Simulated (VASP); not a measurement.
# KI (P1) in VASP: further runs

The runs below take KI through single point, with PBE.

Program: VASP 6.6.1. These are calculated values, not measurements. Logs are shortened: lines on timing, memory, paths and dates and some standing lists are left out, and cuts for length are marked.

## 1. The cell of the first run

The typed cell holds 16 atoms: a = 8.319 Å, b = 8.319 Å, c = 9.300 Å, α = 90.00°, β = 90.00°, γ = 101.02°.

## 2. Single point, PBE

The input, INCAR:

```
ALGO     = Normal         # electronic algorithm
EDIFF    = 1E-6           # SCF threshold, eV
ENCUT    = 520            # plane-wave cutoff, eV
GGA      = PE             # functional
ISIF     = 2              # what is computed and relaxed
ISMEAR   = -1             # smearing method
LASPH    = True           # aspherical terms in the spheres
LCHARG   = True           # write CHGCAR
LELF     = True           # ELF
LREAL    = Auto         
LVHAR    = True         
LWAVE    = False          # write WAVECAR
NBANDS   = 78             # bands
NELM     = 100            # most SCF steps
PREC     = Accurate       # precision mode
SIGMA    = 0.02           # smearing width, eV
```

The input, KPOINTS:

```
k-points
0
Gamma
  1 1 1
```

The input, POSCAR:

```
KI
1.0
    6.4200000000     -5.2900000000      0.0000000000
   -6.4200000000     -5.2900000000      0.0000000000
    0.0000000000      0.0000000000     -9.3000000000
K I
8 8
Direct
    0.3619676277      0.3892370982      0.7246187097
    0.8853645382      0.8874475601      0.7628534409
    0.6014519709      0.1130022824      0.7716509677
    0.1337799345      0.6455194984      0.7197383871
    0.3809849372      0.8838288624      0.2206818280
    0.8743669099      0.3623986856      0.2457597849
    0.6349532871      0.6286690192      0.2585986022
    0.1201947158      0.1214629401      0.2577692473
    0.4940364875      0.2340037772      0.0787616129
    0.0051974205      0.7318564548      0.1110701075
    0.7589515099     -0.0099600165      0.3965791398
    0.2772004666      0.4824021799      0.3856729032
    0.2307717438      0.0208947968      0.5993324731
    0.7530536971      0.5004945071      0.6084417204
    0.4804935781      0.7523945127      0.8919265591
   -0.0248115350      0.2862822345      0.8978386022
```

Potentials or basis: VASP PAW PBE potentials, release 64 (K_sv, I).

Run with:

```bash
> cat potpaw_PBE.64/K_sv/POTCAR potpaw_PBE.64/I/POTCAR > POTCAR
> mpirun -np 1 vasp_gam > vasp.out
```

OUTCAR:

```text
EDIFF = 1E-6
   ENCUT = 520
   GGA = PE
   ISIF = 2
   ISMEAR = -1
   LASPH = True
   LREAL = Auto
   NELM = 100
   PREC = Accurate

 ion  position               nearest neighbor table
   1  0.362  0.389  0.725-   4 3.11  13 3.26   3 3.35  12 3.35  15 3.37  14 3.38  16 3.55
   2  0.885  0.887  0.763-   4 3.17  13 3.25   3 3.29  16 3.49  14 3.50  15 3.55
   3  0.601  0.113  0.772-  15 3.18   9 3.21   2 3.29   1 3.35  16 3.38  13 3.43  14 3.57
   4  0.134  0.646  0.720-   1 3.11   2 3.17  13 3.27  15 3.27  14 3.33  16 3.45  12 3.68
   5  0.381  0.884  0.221-   9 3.17   8 3.22   7 3.29  10 3.30  15 3.40  11 3.50  12 3.63
   6  0.874  0.362  0.246-   8 3.13   7 3.25  10 3.30  11 3.37  16 3.43   9 3.50  12 3.56
   7  0.635  0.629  0.259-  12 3.22  11 3.25   6 3.25   5 3.29  10 3.33  14 3.62   9 3.67
   8  0.120  0.121  0.258-   6 3.13   5 3.22  11 3.26  12 3.26  13 3.45  10 3.48   9 3.49
   9  0.494  0.234  0.079-   5 3.17   3 3.21   8 3.49   6 3.50   7 3.67
  10  0.005  0.732  0.111-   5 3.30   6 3.30   7 3.33   8 3.48
  11  0.759  0.990  0.397-   7 3.25   8 3.26   6 3.37   5 3.50
  12  0.277  0.482  0.386-   7 3.22   8 3.26   1 3.35   6 3.56   5 3.63   4 3.68
  13  0.231  0.021  0.599-   2 3.25   1 3.26   4 3.27   3 3.43   8 3.45
  14  0.753  0.500  0.608-   4 3.33   1 3.38   2 3.50   3 3.57   7 3.62
  15  0.480  0.752  0.892-   3 3.18   4 3.27   1 3.37   5 3.40   2 3.55
  16  0.975  0.286  0.898-   3 3.38   6 3.43   4 3.45   2 3.49   1 3.55

  LATTYP: Found a base centered orthorhombic cell.
 ALAT       =    10.5800000000
 B/A-ratio  =     1.2136105860
 C/A-ratio  =     0.8790170132

  Lattice vectors:

 A1 = (   6.4200000000,  -5.2900000000,   0.0000000000)
 A2 = (  -6.4200000000,  -5.2900000000,   0.0000000000)
 A3 = (   0.0000000000,   0.0000000000,  -9.3000000000)

Analysis of symmetry for initial positions (statically):
=====================================================================
 Subroutine PRICEL returns:
 Original cell was already a primitive cell.

 Routine SETGRP: Setting up the symmetry group for a
 base centered orthorhombic supercell.

 Subroutine GETGRP returns: Found  1 space group operations
 (whereof  1 operations were pure point group operations)
 out of a pool of  8 trial point group operations.

The static configuration has the point symmetry C_1 .

Analysis of symmetry for dynamics (positions and initial velocities):
=====================================================================
 Subroutine PRICEL returns:
 Original cell was already a primitive cell.

 Routine SETGRP: Setting up the symmetry group for a
 base centered orthorhombic supercell.

 Subroutine GETGRP returns: Found  1 space group operations
 (whereof  1 operations were pure point group operations)
 out of a pool of  8 trial point group operations.

The dynamic configuration has the point symmetry C_1 .

 Subroutine INISYM returns: Found  1 space group operations
 (whereof  1 operations are pure point group operations),
 and found     1 'primitive' translations

----------------------------------------------------------------------------------------

                                     Primitive cell

  volume of cell :     631.6895

  direct lattice vectors                    reciprocal lattice vectors
     6.420000000 -5.290000000  0.000000000     0.077881620 -0.094517958  0.000000000
    -6.420000000 -5.290000000  0.000000000    -0.077881620 -0.094517958  0.000000000
     0.000000000  0.000000000 -9.300000000     0.000000000  0.000000000 -0.107526882

  length of vectors
     8.318683790  8.318683790  9.300000000     0.122471185  0.122471185  0.107526882

  position of ions in fractional coordinates (direct lattice)
     0.361967628  0.389237098  0.724618710
     0.885364538  0.887447560  0.762853441
     0.601451971  0.113002282  0.771650968
     0.133779934  0.645519498  0.719738387
     0.380984937  0.883828862  0.220681828
     0.874366910  0.362398686  0.245759785
[... 8 lines left out ...]
     0.480493578  0.752394513  0.891926559
     0.975188465  0.286282234  0.897838602

  ion indices of the primitive-cell ions
   primitive index   ion index
                 1           1
                 2           2
                 3           3
                 4           4
                 5           5
                 6           6
[... 8 lines left out ...]
                15          15
                16          16

----------------------------------------------------------------------------------------

 KPOINTS: k-points

Automatic generation of k-mesh.
 Grid dimensions read from file:
 generate k-points for:    1    1    1

 Generating k-lattice:

  Cartesian coordinates                     Fractional coordinates (reciprocal lattice)
     0.077881620 -0.094517958  0.000000000     1.000000000  0.000000000  0.000000000
    -0.077881620 -0.094517958  0.000000000     0.000000000  1.000000000  0.000000000
     0.000000000  0.000000000 -0.107526882     0.000000000  0.000000000  1.000000000

  Length of vectors
     0.122471185  0.122471185  0.107526882

  Shift w.r.t. Gamma in fractional coordinates (k-lattice)
     0.000000000  0.000000000  0.000000000

 Subroutine IBZKPT returns following result:
 ===========================================

 Found      1 irreducible k-points:

 Following reciprocal coordinates:
            Coordinates               Weight
  0.000000  0.000000  0.000000      1.000000
   k-points           NKPTS =      1   k-points in BZ     NKDIM =      1   number of bands    NBANDS=     78
   number of dos      NEDOS =    301   number of ions     NIONS =     16
   total plane-waves  NPLWV = 286720
   dimension x,y,z NGX =    64 NGY =   64 NGZ =   70
   dimension x,y,z NGXF=   128 NGYF=  128 NGZF=  140
   ions per type =               8   8
   NGX,Y,Z   is equivalent  to a cutoff of  12.79, 12.79, 12.51 a.u.
   NGXF,Y,Z  is equivalent  to a cutoff of  25.58, 25.58, 25.03 a.u.
 SYSTEM =  unknown system
   PREC   = accura    normal or accurate (medium, high low for compatibility)
   ISTART =      0    job   : 0-new  1-cont  2-samecut
   ICHARG =      2    charge: 1-file 2-atom 10-const
   ISPIN  =      1    spin polarized calculation?
   LNONCOLLINEAR =      F non collinear calculations
   LSORBIT =      F    spin-orbit coupling
   LASPH  =      T    aspherical Exc in radial PAW
   ENCUT  =  520.0 eV  38.22 Ry    6.18 a.u.  15.47 15.47 17.29*2*pi/ulx,y,z
   NELM   =    100;   NELMIN=  2; NELMDL= -5     # of ELM steps
   EDIFF  = 0.1E-05   stopping-criterion for ELM
   LREAL  =      T    real-space projection
   EDIFFG = 0.1E-04   stopping-criterion for IOM
   NSW    =      0    number of steps for IOM
   IBRION =     -1    ionic relax: 0-MD 1-quasi-New 2-CG
   NFREE  =      0    steps in history (QN), initial steepest desc. (CG)
   ISIF   =      2    stress and relaxation
   ISYM   =      2    0-nonsym 1-usesym 2-fastsym
   POTIM  = 0.5000    time-step for ionic-motion
   TEBEG  =    0.0;   TEEND  =   0.0 temperature during run
   PSTRESS=    0.0 pullay stress
   NELECT =     128.0000    total number of electrons
   NUPDOWN=      -1.0000    fix difference up-down
   EMIN   =  10.00;   EMAX   =-10.00  energy-range for DOS
   EFERMI =   0.00;   METHOD = LEGACY
   ISMEAR =    -1;   SIGMA  =   0.02  broadening in eV -4-tet -1-fermi 0-gaus
   EFERMI_NEDOS =   21; number of points for ismear=-14 and -15
   IALGO  =     38    algorithm
   IMIX   =      4    mixing-type and parameters
     AMIX     =   0.40;   BMIX     =  1.00
     AMIX_MAG =   1.60;   BMIX_MAG =  1.00
  volume/ion in A,a.u.               =      39.48       266.43
  Fermi-wavevector in a.u.,A,eV,Ry     =   0.961561  1.817087 12.579946  0.924600
  Thomas-Fermi vector in A             =   2.090944
   LORBIT       =      0    0 simple, 1 ext, 2 COOP (PROOUT), +10 PAW based schemes
   GGA     = PE    functional components
   LHFCALC =     F    Hartree Fock is set to
   AEXX    =    0.0000 exact exchange contribution
   IVDW    =     0    specifies the selected vdW correction
   LEPSILON=     F    determine dielectric tensor
   LRPA    =     F    only Hartree local field effects (RPA)
 non-spin polarized calculation
  energy-cutoff  :      520.00
  volume of cell :      631.69
 maximum number of plane-waves:      8498
 NGX is ok and might be reduce to    64
   NGX = 31   NGY = 31   NGZ = 35

 number of electron     127.9999996 magnetization

 Free energy of the ion-electron system (eV)
  ---------------------------------------------------
  ext. energy  EPLUGINS =         0.00000000
  ---------------------------------------------------
  free energy    TOTEN  =       -39.88042493 eV

  energy without entropy =      -39.88042493  energy(sigma->0) =      -39.88042493

 E-fermi :   1.4598     XC(G=0):  -7.5861

 val. band max:        0.8704312087   @ k =   0.0000   0.0000   0.0000
 cond. band min:       4.2702442180   @ k =   0.0000   0.0000   0.0000
 fundamental gap:      3.3998130092
 Fermi energy:         1.4598068910

 k-point     1 :       0.0000    0.0000    0.0000
  band No.  band energies     occupation
      1     -28.8326      2.00000
      2     -28.7815      2.00000
      3     -28.7566      2.00000
      4     -28.7093      2.00000
      5     -28.6811      2.00000
      6     -28.6235      2.00000
[... 68 lines left out ...]
     75       6.5670      0.00000
     76       6.5959      0.00000
 [bands above 76 left out]

------------------------ aborting loop because EDIFF is reached ----------------------------------------

  FORCE on cell =-STRESS in cart. coord.  units (eV):
  Direction    XX          YY          ZZ          XY          YZ          ZX
  --------------------------------------------------------------------------------------
  -------------------------------------------------------------------------------------
  Total       23.5101649      8.8657188      4.1021865      0.6030696     -0.6043824      0.2763878
  in kB       59.6296984     22.4864497     10.4045270      1.5295876     -1.5329173      0.7010126
  external PRESSURE =      30.8402250 kB  Pullay stress =       0.0000000 kB

 VOLUME and BASIS-vectors are now :
 -----------------------------------------------------------------------------
  energy-cutoff  :      520.00
  volume of cell :      631.69
      direct lattice vectors                 reciprocal lattice vectors
     6.420000000 -5.290000000  0.000000000     0.077881620 -0.094517958  0.000000000
    -6.420000000 -5.290000000  0.000000000    -0.077881620 -0.094517958  0.000000000
     0.000000000  0.000000000 -9.300000000     0.000000000  0.000000000 -0.107526882

 POSITION                                       TOTAL-FORCE (eV/Angst)
 -----------------------------------------------------------------------------------
     -0.17507     -3.97387     -6.73895         0.181668     -0.025930     -0.268906
     -0.01337     -9.37818     -7.09454        -0.232753      0.194099     -0.192042
      3.13585     -3.77946     -7.17635        -0.070733     -0.268964      0.484783
     -3.28537     -4.12249     -6.69357         0.034667      0.219973      0.065249
     -3.22826     -6.69086     -2.05234         0.286695      0.170332     -0.300720
      3.28684     -6.54249     -2.28557        -0.136835      0.067212     -0.106631
[... 8 lines left out ...]
     -1.74560     -6.52198     -8.29492         0.416207      0.022642     -0.242930
      4.42278     -6.67318     -8.34990         0.458765     -0.013639     -0.109795
 -----------------------------------------------------------------------------------
    total drift:                                0.012243     -0.010106     -0.009209

  FREE ENERGIE OF THE ION-ELECTRON SYSTEM (eV)
  ---------------------------------------------------
  free  energy   TOTEN  =       -39.8804249332 eV

  energy  without entropy=      -39.8804249332  energy(sigma->0) =      -39.88042493
```

Wall time 3.1 min (1 thread of Intel Xeon Platinum 8375C at 2.90GHz (Ice Lake), shared host); peak memory 0.55 GiB.

Results:

```yaml
Free_energy: -39.8804 eV
Pressure: 3.1 GPa
Largest_force: 0.573 eV/Å
```

Forces on the atoms (eV/Å):
```
K    0.182 -0.026 -0.269
K   -0.233  0.194 -0.192
K   -0.071 -0.269  0.485
K    0.035  0.220  0.065
K    0.287  0.170 -0.301
K   -0.137  0.067 -0.107
K    0.190  0.066  0.138
K    0.222  0.013  0.265
I   -0.419 -0.325 -0.215
I   -0.208 -0.191  0.341
I   -0.347  0.125 -0.332
I   -0.503  0.003 -0.178
I    0.234 -0.101  0.294
I   -0.106  0.044  0.358
I    0.416  0.023 -0.243
I    0.459 -0.014 -0.110
```

Stress tensor (GPa, compression positive):
```
 5.96  0.15  0.07
 0.15  2.25 -0.15
 0.07 -0.15  1.04
```

Levels at points of the mesh, in eV from the Fermi level:
| k point | band 62 | band 63 | band 64 | band 65 | band 66 | band 67 |
| --- | --- | --- | --- | --- | --- | --- |
| (0.00, 0.00, 0.00) | -1.05 | -0.92 | -0.59 | 2.81 | 3.42 | 4.33 |

Caveat: the k points lie up to 0.77 Å⁻¹ apart; the atoms stand as in a frame of molecular dynamics; spin-orbit coupling is left out, which moves the levels of the heavy elements.

## 3. Single point, PBE

The input, INCAR:

```
PREC = Accurate
ENCUT = 520
EDIFF = 1E-7
ISMEAR = -1
SIGMA = 0.02
LREAL = Auto
LASPH = T
NELM = 100
ALGO = Normal
ISIF = 2
LWAVE = F
LCHARG = F
GGA = PE
NBANDS = 78
```

The input, KPOINTS:

```
Automatic mesh
0
Gamma
  1 1 1
```

The input, POSCAR:

```
KI
1.0
    6.4200000000     -5.2900000000      0.0000000000
   -6.4200000000     -5.2900000000      0.0000000000
    0.0000000000      0.0000000000     -9.3000000000
K I
8 8
Direct
    0.3595127583      0.4120985839      0.7016832258
    0.8316658759      0.8880569974      0.7537718280
    0.5788623702      0.1331242082      0.7585156989
    0.1119866977      0.6340577257      0.7217922581
    0.4026989471      0.8361466106      0.2166332258
    0.8760464310      0.3244448734      0.2308152688
    0.6743638226      0.6035012058      0.2768473118
    0.1491445876      0.0834540892      0.2677777419
    0.4889819659      0.2498741778      0.0943290323
    0.0014526570      0.7201350557      0.1023766667
    0.7643320676     -0.0125216707      0.4022000000
    0.2633632932      0.4878851000      0.3633002151
    0.2210200309      0.0228049219      0.6030891398
    0.7358291785      0.4895882128      0.6131035484
    0.4691800077      0.7415963628      0.8687461290
   -0.0308472008      0.2876436091      0.8929174194
```

Potentials or basis: VASP PAW PBE potentials, release 64 (K_sv, I).

Run with:

```bash
> cat potpaw_PBE.64/K_sv/POTCAR potpaw_PBE.64/I/POTCAR > POTCAR
> mpirun -np 1 vasp_gam > vasp.out
```

Run time: 2.9 min. Hardware: 1 thread of Intel Xeon Platinum 8375C at 2.90GHz (Ice Lake), shared host; peak memory 0.54 GiB.

The run converged. Its results:

```yaml
Free_energy: -39.5017 eV
Pressure: 3.4 GPa
Largest_force: 0.666 eV/Å
```

Forces on the atoms (eV/Å):
```
K    0.258  0.569 -0.061
K    0.399 -0.350 -0.091
K    0.151 -0.055 -0.108
K   -0.401  0.038  0.072
K   -0.229 -0.266  0.175
K   -0.117 -0.170  0.035
K   -0.295  0.291 -0.122
K   -0.223  0.035  0.233
I    0.169  0.030  0.127
I   -0.121 -0.399  0.426
I   -0.153  0.347 -0.175
I   -0.141  0.164 -0.425
I    0.146  0.160 -0.067
I    0.042 -0.286  0.480
I   -0.109 -0.329 -0.565
I    0.625  0.221  0.065
```

Stress tensor (GPa, compression positive):
```
 6.12 -0.08 -0.10
-0.08  2.33 -0.17
-0.10 -0.17  1.82
```

Levels at points of the mesh, in eV from the Fermi level:
```csv
k point,band 60,band 61,band 62,band 63,band 64,band 65,band 66,band 67,band 68,band 69
"(0.00, 0.00, 0.00)",-1.07,-0.97,-0.90,-0.87,-0.52,2.79,3.39,4.35,4.47,4.64
```

Caveat: the k points lie up to 0.77 Å⁻¹ apart; the atoms stand as in a frame of molecular dynamics; spin-orbit coupling is left out, which moves the levels of the heavy elements.

## 4. Single point, PBE

The input, INCAR:

```
ALGO = Normal ; EDIFF = 1E-6
ENCUT = 520 ; GGA = PE
ISIF = 2 ; ISMEAR = -1
LASPH = T ; LCHARG = F
LREAL = Auto ; LWAVE = F
NBANDS = 78 ; NELM = 80
PREC = Accurate ; SIGMA = 0.02
```

The input, KPOINTS:

```
k-points
0
Gamma
  1 1 1
```

The input, POSCAR:

```
KI
1.0
    6.4200000000     -5.2900000000      0.0000000000
   -6.4200000000     -5.2900000000      0.0000000000
    0.0000000000      0.0000000000     -9.3000000000
K I
8 8
Direct
    0.3127328973      0.3645948910      0.7188753763
    0.8590653681      0.8842030629      0.7778807527
    0.5904474462      0.1227138014      0.7520372043
    0.0771275576      0.6455174330      0.7450889247
    0.4251768907      0.8600658315      0.2215238710
    0.8742953536      0.3192093723      0.2124667742
    0.6411096051      0.5863782966      0.2751689247
    0.1295958871      0.0896706535      0.2403210753
    0.4956164129      0.2602161013      0.1015425806
   -0.0000242032      0.7199996286      0.0854925806
    0.7546321220     -0.0343370369      0.4203561290
    0.2410269545      0.4943660511      0.3773727957
    0.2138888414      0.0052684364      0.6031908602
    0.7186903562      0.4790009481      0.5909266667
    0.4780557145      0.7427994840      0.8819264516
   -0.0397787354      0.2516681494      0.8777189247
```

Run with:

```bash
> cat potpaw_PBE.64/K_sv/POTCAR potpaw_PBE.64/I/POTCAR > POTCAR
> mpirun -np 1 vasp_gam > vasp.out
```

It took 2.7 min on 1 thread of Intel Xeon Platinum 8375C at 2.90GHz (Ice Lake), shared host; peak memory 0.54 GiB.

The run converged. Its results:

* Free energy: -39.7119 eV
* Pressure: 3.2 GPa
* Largest force: 0.712 eV/Å

Forces in eV/Å, atoms in the order of the input:
```
K   -0.049 -0.591 -0.051
K   -0.048  0.362  0.098
K   -0.106  0.155  0.115
K    0.675  0.050  0.222
K   -0.329  0.154  0.043
K   -0.161 -0.138 -0.318
K   -0.244 -0.245  0.070
K    0.045  0.013 -0.163
I    0.127  0.478  0.427
I   -0.174 -0.071 -0.160
I   -0.109 -0.186  0.137
I   -0.146  0.116 -0.169
I    0.347  0.065  0.417
I    0.052 -0.049 -0.250
I    0.070  0.182 -0.069
I    0.050 -0.292 -0.349
```

Stress tensor (GPa, compression positive):
```
6.01 0.14 0.06
0.14 2.03 0.17
0.06 0.17 1.55
```

Levels at points of the mesh, in eV from the Fermi level:
```
           k point  band 60  band 61  band 62  band 63  band 64  band 65  band 66  band 67  band 68  band 69
(0.00, 0.00, 0.00)    -0.97    -0.93    -0.86    -0.83    -0.48     2.91     3.52     4.42     4.62     4.74
```

Caveat: the k points lie up to 0.77 Å⁻¹ apart; the atoms stand as in a frame of molecular dynamics; spin-orbit coupling is left out, which moves the levels of the heavy elements.

## 5. Summary

```tsv
cell	pressure (GPa)	largest force (eV/Å)
as given, atomic positions A	3.1	0.57
as given, atomic positions B	3.4	0.67
as given, atomic positions C	3.2	0.71
```

Alike in all rows: task single point; level PBE; potentials or basis VASP PAW PBE potentials, release 64 (K_sv, I); no spin polarisation; k mesh 1 × 1 × 1; cutoff (eV) 520; smearing fermi-dirac 0.02 eV.

Caveats: all runs use coarse meshes; the atoms stand as in a frame of molecular dynamics; spin-orbit coupling is left out, which moves the levels of the heavy elements.

Total energies depend on the potentials used, so only differences within one code and one set of settings carry meaning.
